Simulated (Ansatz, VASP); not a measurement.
## Ta: VASP beside Ansatz

```xyz
2
Lattice="2.7294 0.0000 0.0000 -1.3647 2.3637 0.0000 0.0000 0.0000 5.8340" Properties=species:S:1:pos:R:3 pbc="T T T"
Ta    1.3647    0.7879    4.3755
Ta    0.0000    1.5758    1.4585
```

Alike in both runs: task single point; functional PBE; k mesh 21 × 21 × 10; occupations gaussian, width 0.15 eV; no spin polarisation.

```csv
,VASP,Ansatz
version,VASP 6.6.1,Ansatz 0.2.0
potentials or method,"VASP PAW PBE potentials, release 64 (Ta_pv), cutoff 520 eV","scalar-relativistic, plane waves, PAW"
valence electrons in the cell,22,26
```

Ansatz gave:

| Item | Value |
| --- | --- |
| gap on the k mesh at the Fermi level (eV) | none |
| pressure (GPa) | 7.1 |
| traceless stress, the component that is largest in VASP (GPa) | -29.11 |

Q: What did VASP give for the same quantities?

A: gap on the k mesh at the Fermi level (eV): none; pressure (GPa): 7.3; traceless stress, the component that is largest in VASP (GPa): -29.25.

A gap of «none» marks a metal or a gap that the smearing closes. VASP's potentials hold 22 valence electrons a cell and Ansatz's 26, so a difference there can come from the potentials and not from the codes.

Spin-orbit coupling is off throughout.
